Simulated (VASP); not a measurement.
# Li (Fm-3m) in VASP: notebook, part 2 of 2

VASP 6.6.1.

## (4) Single point, LDA

File INCAR:

```
  PREC = Accurate
  ENCUT = 750
  EDIFF = 1E-6
  ISMEAR = 1
  SIGMA = 0.1
  LREAL = False
  LASPH = True
  NELM = 120
  ALGO = Normal
  ISIF = 2
  LWAVE = False
  LCHARG = False
  GGA = CA
  NBANDS = 8
  GGA_COMPAT = False
```

File KPOINTS:

```
regular mesh
0
Gamma
  16 16 16
```

File POSCAR:

```
Li
1.0
    0.0000000000      2.1159962519      2.1159962519
    2.1159962519      0.0000000000      2.1159962519
    2.1159962519      2.1159962519      0.0000000000
Li
1
Direct
    0.0000000000      0.0000000000      0.0000000000
```

Potentials or basis: VASP PAW LDA potentials, release 64 (Li_sv).

The run is started by

```
cat potpaw_LDA.64/Li_sv/POTCAR > POTCAR
mpirun -np 1 vasp_std > vasp.out
```

OUTCAR:

```text
PREC = Accurate
   ENCUT = 750
   EDIFF = 1E-6
   ISMEAR = 1
   LREAL = False
   LASPH = True
   NELM = 120
   ISIF = 2
   GGA = CA

 ion  position               nearest neighbor table
   1  0.000  0.000  0.000-

  LATTYP: Found a face centered cubic cell.
 ALAT       =     4.2319925038

  Lattice vectors:

 A1 = (   0.0000000000,   2.1159962519,   2.1159962519)
 A2 = (   2.1159962519,   0.0000000000,   2.1159962519)
 A3 = (   2.1159962519,   2.1159962519,   0.0000000000)

Analysis of symmetry for initial positions (statically):
=====================================================================
 Subroutine PRICEL returns:
 Original cell was already a primitive cell.

 Routine SETGRP: Setting up the symmetry group for a
 face centered cubic supercell.

 Subroutine GETGRP returns: Found 48 space group operations
 (whereof 48 operations were pure point group operations)
 out of a pool of 48 trial point group operations.

The static configuration has the point symmetry O_h .

Analysis of symmetry for dynamics (positions and initial velocities):
=====================================================================
 Subroutine PRICEL returns:
 Original cell was already a primitive cell.

 Routine SETGRP: Setting up the symmetry group for a
 face centered cubic supercell.

 Subroutine GETGRP returns: Found 48 space group operations
 (whereof 48 operations were pure point group operations)
 out of a pool of 48 trial point group operations.

The dynamic configuration has the point symmetry O_h .

 Subroutine INISYM returns: Found 48 space group operations
 (whereof 48 operations are pure point group operations),
 and found     1 'primitive' translations

----------------------------------------------------------------------------------------

                                     Primitive cell

  volume of cell :      18.9485

  direct lattice vectors                    reciprocal lattice vectors
[... 101 lines left out ...]
   EFERMI_NEDOS =   21; number of points for ismear=-14 and -15
   IALGO  =     38    algorithm
   IMIX   =      4    mixing-type and parameters
     AMIX     =   0.40;   BMIX     =  1.00
     AMIX_MAG =   1.60;   BMIX_MAG =  1.00
  volume/ion in A,a.u.               =      18.95       127.87
  Fermi-wavevector in a.u.,A,eV,Ry     =   0.885640  1.673616 10.671831  0.784357
  Thomas-Fermi vector in A             =   2.006700
   LORBIT       =      0    0 simple, 1 ext, 2 COOP (PROOUT), +10 PAW based schemes
   GGA     = CA    functional components
   LHFCALC =     F    Hartree Fock is set to
   AEXX    =    0.0000 exact exchange contribution
   IVDW    =     0    specifies the selected vdW correction
   LEPSILON=     F    determine dielectric tensor
   LRPA    =     F    only Hartree local field effects (RPA)
 non-spin polarized calculation
 Methfessel and Paxton  Order N= 1 SIGMA  =   0.10
  energy-cutoff  :      750.00
  volume of cell :       18.95
 maximum number of plane-waves:       905
   NGX = 13   NGY = 13   NGZ = 13

 number of electron       3.0000002 magnetization

 Free energy of the ion-electron system (eV)
  ---------------------------------------------------
  ext. energy  EPLUGINS =         0.00000000
  ---------------------------------------------------
  free energy    TOTEN  =        -2.04867994 eV

  energy without entropy =       -2.04870102  energy(sigma->0) =       -2.04868696

 E-fermi :   0.7660     XC(G=0):  -7.3158

 val. band max:        0.7383722324   @ k =   0.5000   0.0000   0.0000
 cond. band min:       0.7767392093   @ k =   0.5000   0.0625   0.0000
 fundamental gap:      0.0383669769
 Fermi energy:         0.7659512720

 k-point     1 :       0.0000    0.0000    0.0000
  band No.  band energies     occupation
      1     -44.7148      2.00000
      2      -2.7927      2.00000
      3      15.5980      0.00000
      4      15.5980      0.00000
      5      15.5980      0.00000
      6      19.8388      0.00000
      7      19.8388      0.00000
      8      19.8388      0.00000
[... 243 lines left out ...]
 k-point    24 :      -0.0625    0.0625    0.0000
  band No.  band energies     occupation
      1     -44.7122      2.00000
      2      -2.6053      2.00000
      3      14.1598      0.00000
      4      14.4066      0.00000
      5      15.6655      0.00000
      6      18.7849      0.00000
      7      20.1003      0.00000
      8      21.2672      0.00000

 [... further k-points ...]
[... 5 lines left out ...]
  --------------------------------------------------------------------------------------
  -------------------------------------------------------------------------------------
  Total       -0.0196325     -0.0196325     -0.0196325      0.0000000      0.0000000      0.0000000
  in kB       -1.6600154     -1.6600154     -1.6600154      0.0000000      0.0000000      0.0000000
  external PRESSURE =      -1.6600154 kB  Pullay stress =       0.0000000 kB

 VOLUME and BASIS-vectors are now :
 -----------------------------------------------------------------------------
  energy-cutoff  :      750.00
  volume of cell :       18.95
      direct lattice vectors                 reciprocal lattice vectors
     0.000000000  2.115996252  2.115996252    -0.236295315  0.236295315  0.236295315
     2.115996252  0.000000000  2.115996252     0.236295315 -0.236295315  0.236295315
     2.115996252  2.115996252  0.000000000     0.236295315  0.236295315 -0.236295315

 POSITION                                       TOTAL-FORCE (eV/Angst)
 -----------------------------------------------------------------------------------
      0.00000      0.00000      0.00000        -0.000000      0.000000     -0.000000
 -----------------------------------------------------------------------------------
    total drift:                               -0.000000     -0.000000     -0.000000

  FREE ENERGIE OF THE ION-ELECTRON SYSTEM (eV)
  ---------------------------------------------------
  free  energy   TOTEN  =        -2.0486799375 eV

  energy  without entropy=       -2.0487010189  energy(sigma->0) =       -2.04868696
```

OSZICAR:

```text
N       E                     dE             d eps       ncg     rms          rms(c)
DAV:   1     0.208551631784E+00    0.20855E+00   -0.86984E+02  2320   0.322E+02
DAV:   2    -0.197445185164E+01   -0.21830E+01   -0.21386E+01  3376   0.392E+01
DAV:   3    -0.204677534707E+01   -0.72323E-01   -0.72319E-01  2768   0.488E+00
DAV:   4    -0.204985628811E+01   -0.30809E-02   -0.30809E-02  3600   0.586E-01
DAV:   5    -0.204985844505E+01   -0.21569E-05   -0.21569E-05  2904   0.196E-02    0.204E-01
DAV:   6    -0.204903947593E+01    0.81897E-03   -0.44615E-04  3720   0.812E-02    0.115E-01
DAV:   7    -0.204867767377E+01    0.36180E-03   -0.98310E-04  3656   0.121E-01    0.322E-02
DAV:   8    -0.204867987232E+01   -0.21986E-05   -0.11069E-05  2520   0.301E-02    0.789E-04
DAV:   9    -0.204867993755E+01   -0.65224E-07   -0.61080E-07  2432   0.685E-03
   1 F= -.20486799E+01 E0= -.20486870E+01  d E =0.210814E-04
```

stdout:

```text
POSCAR found type information on POSCAR Li
 POSCAR found :  1 types and       1 ions
 scaLAPACK will be used
 LDA part: xc-table for (Slater(with rela. corr.)+CA(PZ))
 , standard interpolation
 POSCAR, INCAR and KPOINTS ok, starting setup
 FFT: planning ... GRIDC
 FFT: planning ... GRID_SOFT
 FFT: planning ... GRID
 WAVECAR not read
 entering main loop
```

Wall time 11 s (1 thread of Intel Xeon 6975P-C (Granite Rapids), shared host); peak memory 0.14 GiB.

Results:

| Item | Value |
| --- | --- |
| Free energy | -2.0487 eV |
| Pressure | -0.2 GPa |
| Band gap on the k mesh | zero (an odd number of electrons rules out a gap without spin polarisation) |

Levels at points of the mesh, in eV from the Fermi level:
| k point | band 1 | band 2 | band 3 | band 4 | band 5 | band 6 |
| --- | --- | --- | --- | --- | --- | --- |
| (0.00, 0.00, 0.00) | -45.48 | -3.56 | 14.83 | 14.83 | 14.83 | 19.07 |
| (0.50, 0.00, 0.00) | -45.45 | -0.03 | 3.21 | 13.05 | 13.05 | 17.36 |
| (0.50, 0.50, 0.00) | -45.45 | 1.57 | 5.04 | 8.73 | 8.73 | 11.16 |

## (5) Relaxation of cell and atoms, LDA

This run uses another cell than the first one, of 21.59 Å³/atom.

File INCAR:

```
ALGO = Normal ; EDIFF = 1E-7
EDIFFG = -0.02 ; ENCUT = 750
GGA = CA ; GGA_COMPAT = False
IBRION = 2 ; ISIF = 3
ISMEAR = 1 ; LASPH = True
LCHARG = False ; LREAL = False
LWAVE = False ; NELM = 120
NELMIN = 4 ; NSW = 80
PREC = Accurate ; SIGMA = 0.1
```

File KPOINTS:

```
k-points
0
Gamma
  16 16 16
```

File POSCAR:

```
Li
1.0
    0.0000000000      2.2100000000      2.2100000000
    2.2100000000      0.0000000000      2.2100000000
    2.2100000000      2.2100000000      0.0000000000
Li
1
Direct
    0.0000000000      0.0000000000      0.0000000000
```

Potentials or basis: VASP PAW LDA potentials, release 64 (Li_sv).

The run is started by

```
cat potpaw_LDA.64/Li_sv/POTCAR > POTCAR
mpirun -np 1 vasp_std > vasp.out
```

OUTCAR:

```text
EDIFF = 1E-7
   EDIFFG = -0.02
   ENCUT = 750
   GGA = CA
   IBRION = 2
   ISIF = 3
   ISMEAR = 1
   LASPH = True
   LREAL = False
   NELM = 120
   NELMIN = 4
   NSW = 80
   PREC = Accurate

 ion  position               nearest neighbor table
   1  0.000  0.000  0.000-

  LATTYP: Found a face centered cubic cell.
 ALAT       =     4.4200000000

  Lattice vectors:

 A1 = (   0.0000000000,   2.2100000000,   2.2100000000)
 A2 = (   2.2100000000,   0.0000000000,   2.2100000000)
 A3 = (   2.2100000000,   2.2100000000,   0.0000000000)

Analysis of symmetry for initial positions (statically):
=====================================================================
 Subroutine PRICEL returns:
 Original cell was already a primitive cell.

 Routine SETGRP: Setting up the symmetry group for a
 face centered cubic supercell.

 Subroutine GETGRP returns: Found 48 space group operations
 (whereof 48 operations were pure point group operations)
 out of a pool of 48 trial point group operations.

The static configuration has the point symmetry O_h .

Analysis of symmetry for dynamics (positions and initial velocities):
=====================================================================
 Subroutine PRICEL returns:
 Original cell was already a primitive cell.

 Routine SETGRP: Setting up the symmetry group for a
 face centered cubic supercell.

 Subroutine GETGRP returns: Found 48 space group operations
 (whereof 48 operations were pure point group operations)
 out of a pool of 48 trial point group operations.

The dynamic configuration has the point symmetry O_h .

 Subroutine INISYM returns: Found 48 space group operations
 (whereof 48 operations are pure point group operations),
 and found     1 'primitive' translations

[... 115 lines left out ...]
  Thomas-Fermi vector in A             =   1.963558
   LORBIT       =      0    0 simple, 1 ext, 2 COOP (PROOUT), +10 PAW based schemes
   GGA     = CA    functional components
   LHFCALC =     F    Hartree Fock is set to
   AEXX    =    0.0000 exact exchange contribution
   IVDW    =     0    specifies the selected vdW correction
   LEPSILON=     F    determine dielectric tensor
   LRPA    =     F    only Hartree local field effects (RPA)
 conjugate gradient relaxation of ions
 non-spin polarized calculation
 Methfessel and Paxton  Order N= 1 SIGMA  =   0.10
  energy-cutoff  :      750.00
  volume of cell :       21.59
 maximum number of plane-waves:      1036
   NGX = 13   NGY = 13   NGZ = 13

--------------------------------------- Ionic step        1  -------------------------------------------

 number of electron       2.9999999 magnetization

 Free energy of the ion-electron system (eV)
  ---------------------------------------------------
  ext. energy  EPLUGINS =         0.00000000
  ---------------------------------------------------
  free energy    TOTEN  =        -2.03387266 eV

  energy without entropy =       -2.03393581  energy(sigma->0) =       -2.03389371

------------------------ aborting loop because EDIFF is reached ----------------------------------------

  FORCE on cell =-STRESS in cart. coord.  units (eV):
  Direction    XX          YY          ZZ          XY          YZ          ZX
  --------------------------------------------------------------------------------------
  -------------------------------------------------------------------------------------
  Total       -0.2299648     -0.2299648     -0.2299648      0.0000000     -0.0000000      0.0000000
  in kB      -17.0673100    -17.0673100    -17.0673100      0.0000000     -0.0000000      0.0000000
  external PRESSURE =     -17.0673100 kB  Pullay stress =       0.0000000 kB
[... 92 lines left out ...]
--------------------------------------- Ionic step        4  -------------------------------------------

 number of electron       3.0000002 magnetization

 Free energy of the ion-electron system (eV)
  ---------------------------------------------------
  ext. energy  EPLUGINS =         0.00000000
  ---------------------------------------------------
  free energy    TOTEN  =        -2.05004429 eV

  energy without entropy =       -2.05006505  energy(sigma->0) =       -2.05005121

 E-fermi :   0.7891     XC(G=0):  -7.3365

 val. band max:        0.7583863193   @ k =   0.5000   0.0000   0.0000
 cond. band min:       0.7972645778   @ k =   0.5000   0.0625   0.0000
 fundamental gap:      0.0388782585
 Fermi energy:         0.7890764538

 k-point     1 :       0.0000    0.0000    0.0000
  band No.  band energies     occupation
      1     -44.6778      2.00000
      2      -2.7798      2.00000
      3      15.7061      0.00000
      4      15.7061      0.00000
      5      15.7061      0.00000
[... 177 lines left out ...]
 k-point    24 :      -0.0625    0.0625    0.0000
  band No.  band energies     occupation
      1     -44.6751      2.00000
      2      -2.5918      2.00000
      3      14.2569      0.00000
      4      14.5072      0.00000
      5      15.7743      0.00000

 [... further k-points ...]
[... 5 lines left out ...]
  --------------------------------------------------------------------------------------
  -------------------------------------------------------------------------------------
  Total        0.0042073      0.0042073      0.0042073      0.0000000      0.0000000     -0.0000000
  in kB        0.3586007      0.3586007      0.3586007      0.0000000      0.0000000     -0.0000000
  external PRESSURE =       0.3586007 kB  Pullay stress =       0.0000000 kB
[... 16 lines left out ...]
  FREE ENERGIE OF THE ION-ELECTRON SYSTEM (eV)
  ---------------------------------------------------
  free  energy   TOTEN  =        -2.0500442858 eV

  energy  without entropy=       -2.0500650482  energy(sigma->0) =       -2.05005121

 reached required accuracy - stopping structural energy minimisation
```

OSZICAR:

```text
N       E                     dE             d eps       ncg     rms          rms(c)
DAV:   1     0.100697380885E+01    0.10070E+01   -0.87964E+02  1450   0.524E+02
DAV:   2    -0.183627266870E+01   -0.28432E+01   -0.27180E+01  2055   0.647E+01
DAV:   3    -0.202943312812E+01   -0.19316E+00   -0.19232E+00  1865   0.128E+01
[... 30 lines left out ...]
DAV:   3    -0.205129253878E+01    0.10655E-03   -0.81846E-03  2815   0.676E-01    0.387E-01
DAV:   4    -0.205003616687E+01    0.12564E-02   -0.17299E-03  2775   0.347E-01    0.129E-02
DAV:   5    -0.205004404136E+01   -0.78745E-05   -0.69532E-05  1500   0.988E-02    0.858E-03
DAV:   6    -0.205004433817E+01   -0.29681E-06   -0.36121E-06  2015   0.165E-02    0.131E-03
DAV:   7    -0.205004428581E+01    0.52364E-07   -0.18494E-07  1115   0.482E-03
   4 F= -.20500443E+01 E0= -.20500512E+01  d E =-.161716E-01
```

Wall time 23 s (1 thread of Intel Xeon 6975P-C (Granite Rapids), shared host); peak memory 0.14 GiB.

Results:

```yaml
Free_energy: -2.0500 eV
Relaxed_volume: 18.80 Å³/atom
Relaxed_cell: a = 2.984 Å, b = 2.984 Å, c = 2.984 Å, α = 60.00°, β = 60.00°, γ = 60.00°
Space_group_after_relaxing_to_0.1_Å: Fm-3m (No. 225)
Energy_gained_by_relaxing: 16.2 meV/atom
Ionic_steps: 4
Pressure_after_relaxing: 0.0 GPa
Band_gap_on_the_k_mesh: zero (an odd number of electrons rules out a gap without spin polarisation)
```

Step by step:
```csv
step,energy change (eV),largest force (eV/Å),pressure (GPa),volume (Å³)
1,0.0000,0.0000,-1.71,21.59
2,-0.0068,0.0000,-1.36,20.88
3,-0.0154,0.0000,-0.44,19.40
4,-0.0162,0.0000,0.04,18.80
```

Final structure:
```
Li
1.0
     0.00000    2.11036    2.11036
     2.11036    0.00000    2.11036
     2.11036    2.11036    0.00000
Li
1
Direct
  0.00000 0.00000 0.00000
```

## (6) Overview

```tsv
task	cell	k mesh	cutoff (eV)	gap on the mesh (eV)	pressure (GPa)
single point	a = 2.992 Å, angles 60.0°, 1 atom	17 × 17 × 17	520	none	-
relaxation of cell and atoms	relaxed from a = 2.992 Å, angles 60.0°, 1 atom	17 × 17 × 17	600	none	-0.1
single point	a = 2.992 Å, angles 60.0°, 1 atom	16 × 16 × 16	750	none	-0.2
relaxation of cell and atoms	relaxed from a = 3.125 Å, angles 60.0°, 1 atom	16 × 16 × 16	750	none	0.0
```

Alike in all rows: level LDA; potentials or basis VASP PAW LDA potentials, release 64 (Li_sv); no spin polarisation; smearing methfessel-paxton 0.1 eV.

Caveats: the cutoff is under 1.25 times the usual one of these potentials, so pressure, stress and relaxed cells hold a basis-set (Pulay) error (at least some runs); the relaxation stopped at its first step, so nothing moved (at least some runs).

Total energies depend on the potentials used, so only differences within one code and one set of settings carry meaning.
